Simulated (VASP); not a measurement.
# Ti3Al (P-6m2) in VASP: further runs, part 2 of 2

VASP 6.6.1.

## 3. Single point, PBE, collinear spin (20.24 Å³/atom)

The input, INCAR:

```
SYSTEM = Ti3Al
PREC = Accurate
ENCUT = 520
EDIFF = 1E-6
ISMEAR = 0
SIGMA = 0.15
LREAL = .FALSE.
LASPH = .TRUE.
NELM = 150
ALGO = Normal
ISIF = 2
LWAVE = .FALSE.
LCHARG = .FALSE.
ISPIN = 2
MAGMOM = 0.333 0.333 0.333 0
LORBIT = 11
NUPDOWN = 1.0
LMAXMIX = 4
GGA = PE
NBANDS = 32
```

The input, KPOINTS:

```
regular mesh
0
G
  18 18 6
  0 0 0
```

The input, POSCAR:

```
Ti3Al
1.0
    3.0958963221      0.0000000000      0.0000000000
   -1.5479481610      2.6811248624      0.0000000000
    0.0000000000      0.0000000000      9.7550930935
Ti Al
3 1
Direct
    0.6666666667      0.3333333333      0.0000000000
    0.3333333333      0.6666666667      0.7504575668
    0.3333333333      0.6666666667      0.2495424332
    0.6666666667      0.3333333333      0.5000000000
```

Potentials or basis: VASP PAW PBE potentials, release 64 (Ti_sv, Al).

Started as:

```
$ cat potpaw_PBE.64/Ti_sv/POTCAR potpaw_PBE.64/Al/POTCAR > POTCAR
$ mpirun -np 1 vasp_std > vasp.out
```

OUTCAR:

```text
SYSTEM = Ti3Al
   PREC = Accurate
   ENCUT = 520
   EDIFF = 1E-6
   ISMEAR = 0
   LREAL = .FALSE.
   LASPH = .TRUE.
   NELM = 150
   ISIF = 2
   ISPIN = 2
   LORBIT = 11
   NUPDOWN = 1.0
   GGA = PE

 ion  position               nearest neighbor table
   1  0.667  0.333  0.000-
   2  0.333  0.667  0.750-   4 3.03   4 3.03   4 3.03
   3  0.333  0.667  0.250-   4 3.03   4 3.03   4 3.03
   4  0.667  0.333  0.500-   2 3.03   3 3.03   2 3.03   3 3.03   2 3.03   3 3.03

  LATTYP: Found a hexagonal cell.
 ALAT       =     3.0958963221
 C/A-ratio  =     3.1509753811

  Lattice vectors:

 A1 = (   3.0958963221,   0.0000000000,   0.0000000000)
 A2 = (  -1.5479481610,   2.6811248624,   0.0000000000)
 A3 = (   0.0000000000,   0.0000000000,   9.7550930935)

Analysis of symmetry for initial positions (statically):
=====================================================================
 Subroutine PRICEL returns:
 Original cell was already a primitive cell.

 Routine SETGRP: Setting up the symmetry group for a
 hexagonal supercell.

 Subroutine GETGRP returns: Found 12 space group operations
 (whereof 12 operations were pure point group operations)
 out of a pool of 24 trial point group operations.

The static configuration has the point symmetry D_3h.

Analysis of symmetry for dynamics (positions and initial velocities):
=====================================================================
 Subroutine PRICEL returns:
 Original cell was already a primitive cell.

 Routine SETGRP: Setting up the symmetry group for a
 hexagonal supercell.

 Subroutine GETGRP returns: Found 12 space group operations
 (whereof 12 operations were pure point group operations)
 out of a pool of 24 trial point group operations.

The dynamic configuration has the point symmetry D_3h.

Analysis of structural, dynamic, and magnetic symmetry:
=====================================================================
 Subroutine PRICEL returns:
[... 162 lines left out ...]
 E-fermi :   6.3067     XC(G=0): -10.4646

 val. band max:        6.4804360947   @ k =   0.3333   0.1667   0.1667
 cond. band min:       6.3086321457   @ k =   0.1667   0.1111   0.1667
 fundamental gap:     -0.1718039490
 Fermi energy:         6.4860179739

 spin component 1

 k-point     1 :       0.0000    0.0000    0.0000
  band No.  band energies     occupation
      1     -50.7783      1.00000
      2     -50.7720      1.00000
      3     -50.6621      1.00000
      4     -27.1511      1.00000
      5     -27.0539      1.00000
      6     -26.8256      1.00000
[... 805 lines left out ...]
     30       9.5085      0.00000
     31       9.9194      0.00000

 [... further k-points ...]

 spin component 2

 k-point     1 :       0.0000    0.0000    0.0000
  band No.  band energies     occupation
      1     -50.6075      1.00000
      2     -50.4848      1.00000
      3     -50.4792      1.00000
      4     -26.9485      1.00000
      5     -26.7509      1.00000
      6     -26.6720      1.00000
[... 805 lines left out ...]
     30       9.7856      0.00000
     31      10.1083      0.00000

 [... further k-points ...]

 [bands above 31 left out]

------------------------ aborting loop because EDIFF is reached ----------------------------------------

  FORCE on cell =-STRESS in cart. coord.  units (eV):
  Direction    XX          YY          ZZ          XY          YZ          ZX
  --------------------------------------------------------------------------------------
  -------------------------------------------------------------------------------------
  Total       -6.4206323     -6.4206323     -6.7198544     -0.0000000      0.0000000     -0.0000000
  in kB     -127.0438107   -127.0438107   -132.9644624     -0.0000000      0.0000000     -0.0000000
  external PRESSURE =    -129.0173613 kB  Pullay stress =       0.0000000 kB

 VOLUME and BASIS-vectors are now :
 -----------------------------------------------------------------------------
  energy-cutoff  :      520.00
  volume of cell :       80.97
      direct lattice vectors                 reciprocal lattice vectors
     3.095896322  0.000000000  0.000000000     0.323008233  0.186488890  0.000000000
    -1.547948161  2.681124862  0.000000000     0.000000000  0.372977780  0.000000000
     0.000000000  0.000000000  9.755093093     0.000000000  0.000000000  0.102510554

 POSITION                                       TOTAL-FORCE (eV/Angst)
 -----------------------------------------------------------------------------------
      1.54795      0.89371      0.00000         0.000000      0.000000      0.000000
     -0.00000      1.78742      7.32078         0.000000     -0.000000      0.049285
     -0.00000      1.78742      2.43431        -0.000000      0.000000     -0.049285
      1.54795      0.89371      4.87755        -0.000000      0.000000      0.000000
 -----------------------------------------------------------------------------------
    total drift:                                0.000000     -0.000000      0.000000

  FREE ENERGIE OF THE ION-ELECTRON SYSTEM (eV)
  ---------------------------------------------------
  free  energy   TOTEN  =       -27.1627574172 eV

  energy  without entropy=      -27.1050403345  energy(sigma->0) =      -27.13389888

 total charge

# of ion       s       p       d       tot
------------------------------------------
    1        2.220   6.098   1.772  10.090
    2        2.204   6.091   1.783  10.078
    3        2.204   6.091   1.783  10.078
    4        0.430   0.312   0.000   0.742
--------------------------------------------------
tot          7.057  18.592   5.339  30.988

 magnetization (x)

# of ion       s       p       d       tot
------------------------------------------
    1       -0.001   0.005   0.067   0.071
    2        0.003   0.012   0.291   0.307
    3        0.003   0.012   0.291   0.307
    4       -0.001   0.004   0.000   0.003
--------------------------------------------------
tot          0.004   0.034   0.650   0.688
```

OSZICAR:

```text
N       E                     dE             d eps       ncg     rms          rms(c)
DAV:   1     0.472954864678E+03    0.47295E+03   -0.18984E+04 18952   0.136E+03
DAV:   2     0.243922137989E+02   -0.44856E+03   -0.43654E+03 19464   0.444E+02
DAV:   3    -0.256827484641E+02   -0.50075E+02   -0.48892E+02 31816   0.126E+02
DAV:   4    -0.312139720813E+02   -0.55312E+01   -0.54941E+01 27112   0.372E+01
DAV:   5    -0.315147325625E+02   -0.30076E+00   -0.30071E+00 26584   0.740E+00    0.135E+01
DAV:   6    -0.275477701112E+02    0.39670E+01   -0.22257E+01 26344   0.326E+01    0.488E+00
DAV:   7    -0.278795546126E+02   -0.33178E+00   -0.69524E+00 28664   0.141E+01    0.821E+00
DAV:   8    -0.271986954963E+02    0.68086E+00   -0.47470E+00 26648   0.727E+00    0.229E+00
DAV:   9    -0.271604485848E+02    0.38247E-01   -0.21650E-01 26208   0.260E+00    0.141E+00
DAV:  10    -0.271615304631E+02   -0.10819E-02   -0.64509E-02 22160   0.162E+00    0.281E-01
DAV:  11    -0.271623181081E+02   -0.78765E-03   -0.78366E-03 27024   0.539E-01    0.176E-01
DAV:  12    -0.271626574586E+02   -0.33935E-03   -0.59450E-04 25296   0.155E-01    0.699E-02
DAV:  13    -0.271627283857E+02   -0.70927E-04   -0.28031E-04 27608   0.109E-01    0.361E-02
DAV:  14    -0.271627439717E+02   -0.15586E-04   -0.19458E-04 24016   0.676E-02    0.175E-02
DAV:  15    -0.271627484326E+02   -0.44610E-05   -0.22608E-05 25760   0.308E-02    0.991E-03
DAV:  16    -0.271627523480E+02   -0.39153E-05   -0.83039E-06 19672   0.117E-02    0.651E-03
DAV:  17    -0.271627570092E+02   -0.46612E-05   -0.22208E-05 21008   0.167E-02    0.348E-03
DAV:  18    -0.271627574172E+02   -0.40801E-06   -0.27899E-06 14328   0.831E-03
   1 F= -.27162757E+02 E0= -.27133899E+02  d E =-.577171E-01  mag=     1.0000
```

stdout:

```text
POSCAR found type information on POSCAR TiAl
 POSCAR found :  2 types and       4 ions
 scaLAPACK will be used
 LDA part: xc-table for (Slater+PW92), standard interpolation
 POSCAR, INCAR and KPOINTS ok, starting setup
 FFT: planning ... GRIDC
 FFT: planning ... GRID_SOFT
 FFT: planning ... GRID
 WAVECAR not read
 entering main loop
```

Wall time 22 min (1 thread of Oxide Virtual Turin-like, shared host); peak memory 0.58 GiB.

What came out:

| Item | Value |
| --- | --- |
| Free energy | -27.1628 eV |
| Pressure | -12.9 GPa |
| Largest force | 0.049 eV/Å |
| Net moment | 1.00 μB per cell |
| Site moments | Ti +0.07, +0.31 (each value once); Al +0.00 μB |
| Valence electrons inside the program's atomic spheres | Ti 10.09, 10.08 (each value once); Al 0.74 |

Forces on the atoms (eV/Å):
```
Ti   0.000  0.000  0.000
Ti   0.000  0.000  0.049
Ti   0.000  0.000 -0.049
Al   0.000  0.000  0.000
```

Caveat: the cell stands under tension; the total moment is fixed, so each spin has its own Fermi level.

## 4. Single point, PBE, collinear spin (20.24 Å³/atom)

The input, INCAR:

```
PREC = Accurate
ENCUT = 520
EDIFF = 1E-6
ISMEAR = 0
SIGMA = 0.15
LREAL = F
LASPH = T
NELM = 150
ALGO = Normal
ISIF = 2
LWAVE = F
LCHARG = F
ISPIN = 2
MAGMOM = 0.167 0.167 0.167 0
LORBIT = 11
NUPDOWN = 0.5
LMAXMIX = 4
GGA = PE
NBANDS = 32
```

The input, KPOINTS:

```
regular mesh
0
Gamma
  18 18 6
```

POSCAR is that of step 3.

Started as:

```
$ cat potpaw_PBE.64/Ti_sv/POTCAR potpaw_PBE.64/Al/POTCAR > POTCAR
$ mpirun -np 1 vasp_std > vasp.out
```

Run time: 17 min. Hardware: 1 thread of Oxide Virtual Turin-like, shared host; peak memory 0.58 GiB.

The run converged. Its results:

```
Free energy                                           : -27.1966 eV
Pressure                                              : -13.1 GPa
Largest force                                         : 0.084 eV/Å
Net moment                                            : 0.50 μB per cell
Site moments                                          : Ti +0.03, +0.16 (each value once); Al +0.00 μB
Valence electrons inside the program's atomic spheres : Ti 10.09, 10.08 (each value once); Al 0.74
```

Forces in eV/Å, atoms in the order of the input:
```
Ti   0.000  0.000  0.000
Ti   0.000  0.000  0.084
Ti   0.000  0.000 -0.084
Al   0.000  0.000  0.000
```

Stress tensor (GPa, compression positive):
```
-12.81   0.00   0.00
  0.00 -12.81   0.00
  0.00   0.00 -13.75
```

Caveat: the cell stands under tension; the total moment is fixed, so each spin has its own Fermi level.

## 5. Single point, PBE, collinear spin (15.61 Å³/atom)

This run uses another cell than the first one, of 15.61 Å³/atom.

The input, INCAR:

```
PREC = Accurate
ENCUT = 520
EDIFF = 1E-7
ISMEAR = 0
SIGMA = 0.15
LREAL = False
LASPH = True
NELM = 150
ALGO = Normal
ISIF = 2
LWAVE = False
LCHARG = False
ISPIN = 2
MAGMOM = 1 1 1 0
LORBIT = 11
NUPDOWN = 3.0
LMAXMIX = 4
GGA = PE
NBANDS = 32
```

KPOINTS is that of step 4.

The input, POSCAR:

```
Ti3Al
1.0
    2.8390411744      0.0000000000      0.0000000000
   -1.4195205872      2.4586817795      0.0000000000
    0.0000000000      0.0000000000      8.9457488468
Ti Al
3 1
Direct
    0.6666666667      0.3333333333      0.0000000000
    0.3333333333      0.6666666667      0.7504575668
    0.3333333333      0.6666666667      0.2495424332
    0.6666666667      0.3333333333      0.5000000000
```

Started as:

```
$ cat potpaw_PBE.64/Ti_sv/POTCAR potpaw_PBE.64/Al/POTCAR > POTCAR
$ mpirun -np 1 vasp_std > vasp.out
```

Run time: 18 min. Hardware: 1 thread of Oxide Virtual Turin-like, shared host; peak memory 0.48 GiB.

Results (log left out):

```yaml
Free_energy: -26.9953 eV
Pressure: 13.9 GPa
Largest_force: 0.389 eV/Å
Net_moment: 3.00 μB per cell
Site_moments: Ti +0.54, +0.75 (each value once); Al +0.03 μB
Valence_electrons_inside_the_program's_atomic_spheres: Ti 10.40, 10.37 (each value once); Al 0.84
```

Forces in eV/Å, atoms in the order of the input:
```
Ti   0.000  0.000  0.000
Ti   0.000  0.000 -0.389
Ti   0.000  0.000  0.389
Al   0.000  0.000  0.000
```

Stress tensor (GPa, compression positive):
```
11.76  0.00  0.00
 0.00 11.76  0.00
 0.00  0.00 18.16
```

Caveat: the cell stands under pressure; the total moment is fixed, so each spin has its own Fermi level.

## 6. Overview

| fixed moment (μB) | cell | pressure (GPa) | moment (μB) | largest force (eV/Å) |
| --- | --- | --- | --- | --- |
| 2.5 | a = 3.096, b = 3.096, c = 9.755 Å, angles 90.0, 90.0, 120.0°, 4 atoms | -11.8 | 2.50 | 0.05 |
| 1.0 | a = 3.096, b = 3.096, c = 9.755 Å, angles 90.0, 90.0, 120.0°, 4 atoms | -12.9 | 1.00 | 0.05 |
| 0.5 | a = 3.096, b = 3.096, c = 9.755 Å, angles 90.0, 90.0, 120.0°, 4 atoms | -13.1 | 0.50 | 0.08 |
| 3.0 | a = 2.839, b = 2.839, c = 8.946 Å, angles 90.0, 90.0, 120.0°, 4 atoms | 13.9 | 3.00 | 0.39 |

Alike in all rows: task single point; level PBE; potentials or basis VASP PAW PBE potentials, release 64 (Ti_sv, Al); spin collinear; k mesh 18 × 18 × 6; cutoff (eV) 520; smearing gaussian 0.15 eV.

Caveats: the total moment is fixed, so each spin has its own Fermi level; the cell stands under tension (at least some runs); the cell stands under pressure (at least some runs).

Total energies depend on the potentials used, so only differences within one code and one set of settings carry meaning.
